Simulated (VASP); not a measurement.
Here is a VASP 6.6.1 calculation.

Contents of INCAR:

```
PREC = Accurate
ENCUT = 520
EDIFF = 1E-6
ISMEAR = -1
SIGMA = 0.02
LREAL = False
LASPH = True
NELM = 60
ALGO = Normal
ISIF = 2
LWAVE = False
LCHARG = False
GGA = PE
NBANDS = 46
```

KPOINTS

```
Automatic mesh
0
Gamma
  4 4 4
```

The input POSCAR:

```
Ga4Sb3P
1.0
    6.1008434443      0.0000000000      0.0000000000
    0.0000000000      6.1008434443      0.0000000000
    0.0000000000      0.0000000000      6.1008434443
P Ga Sb
1 4 3
Direct
    0.0000000000      0.0000000000      0.0000000000
    0.7640091395      0.7640091395      0.7640091395
    0.2359908605      0.2359908605      0.7640091395
    0.2359908605      0.7640091395      0.2359908605
    0.7640091395      0.2359908605      0.2359908605
    0.5000000000      0.5000000000      0.0000000000
    0.5000000000      0.0000000000      0.5000000000
    0.0000000000      0.5000000000      0.5000000000
```

Potentials or basis: VASP PAW PBE potentials, release 64 (P, Ga_d, Sb).

Run with:

```bash
$ cat potpaw_PBE.64/P/POTCAR potpaw_PBE.64/Ga_d/POTCAR potpaw_PBE.64/Sb/POTCAR > POTCAR
$ mpirun -np 1 vasp_std > vasp.out
```

Task: Estimate the pressure.

Result: -1.4 GPa.

Task: What does it give for the band gap on the k mesh?

Result: Zero (bands 36 and 37 overlap by 0.14 eV).

Task: Predict the largest force.

Result: 0.015 eV/Å.

Forces in eV/Å, atoms in the order of the input:
```
P    0.000  0.000  0.000
Ga  -0.009 -0.009 -0.009
Ga   0.009  0.009 -0.009
Ga   0.009 -0.009  0.009
Ga  -0.009  0.009  0.009
Sb   0.000  0.000  0.000
Sb   0.000  0.000  0.000
Sb   0.000  0.000  0.000
```

Caveat: semilocal functionals underestimate gaps, so a narrow gap can read as zero; spin-orbit coupling is left out, which moves the levels of the heavy elements.
